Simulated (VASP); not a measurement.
Sb, 2 atoms in the cell. The structure is cubic, space group Fm-3m (No. 225). Conventional cell: a = 4.791 Å, b = 4.791 Å, c = 4.791 Å, α = 90.00°, β = 90.00°, γ = 90.00°. Sb (site symmetry m-3m) has 12 Sb at 3.39 Å within 4.5 Å. 

```yaml
Program: VASP 6.6.1
Task: single point
Functional: PBE
Potentials_or_basis: VASP PAW PBE potentials, release 64 (Sb)
Cutoff: 520 eV
k_mesh: 10 × 10 × 7
Occupations: fermi-dirac, width 0.05 eV
Spin: no spin polarisation
Dipole_correction: no
Further_INCAR_settings: ALGO = Normal; EDIFF = 1e-06; NBANDS = 12
```

Potentials or basis: VASP PAW PBE potentials, release 64 (Sb).

Command:

```bash
$ cat potpaw_PBE.64/Sb/POTCAR > POTCAR
$ mpirun -np 1 vasp_std > vasp.out
```

Hardware: 1 thread of AMD EPYC 7R43 64-Core Processor (Zen 3), with other jobs on the host.

Estimate the wall time of this run.

Wall time 41 s on 1 thread of AMD EPYC 7R43 64-Core Processor (Zen 3) (shared host), peak memory 0.16 GiB. Counts: scf iterations 9, k points 84.
